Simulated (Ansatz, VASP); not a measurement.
## RbAl3 in VASP and in Ansatz

```
CELL_PARAMETERS angstrom
-2.56774 2.56774 3.63104
2.56774 -2.56774 3.63104
2.56774 2.56774 -3.63104
ATOMIC_POSITIONS crystal
Rb 0.00000 0.00000 0.00000
Al 0.50000 0.50000 0.00000
Al 0.25000 0.75000 0.50000
Al 0.75000 0.25000 0.50000
```

Alike in both runs: functional PBE; k mesh 14 × 14 × 14; occupations gaussian, width 0.1 eV; no spin polarisation.

Ansatz relaxed the structure, and its values are those at the end. VASP's run is a single point on that final structure, the one shown.

```csv
,VASP,Ansatz
version,VASP 6.6.1,Ansatz 0.2.0
potentials or method,"VASP PAW PBE potentials, release 64 (Rb_sv, Al), cutoff 520 eV","scalar-relativistic, plane waves, PAW"
valence electrons in the cell,18,18
```

```csv
,VASP,Ansatz,Ansatz less VASP
gap on the k mesh at the Fermi level (eV),none,none,-
pressure (GPa),0.1,0.0,-0.05
```

A gap of «none» marks a metal or a gap that the smearing closes. The functional is the same, so the differences come from potentials, cutoffs and numerics.
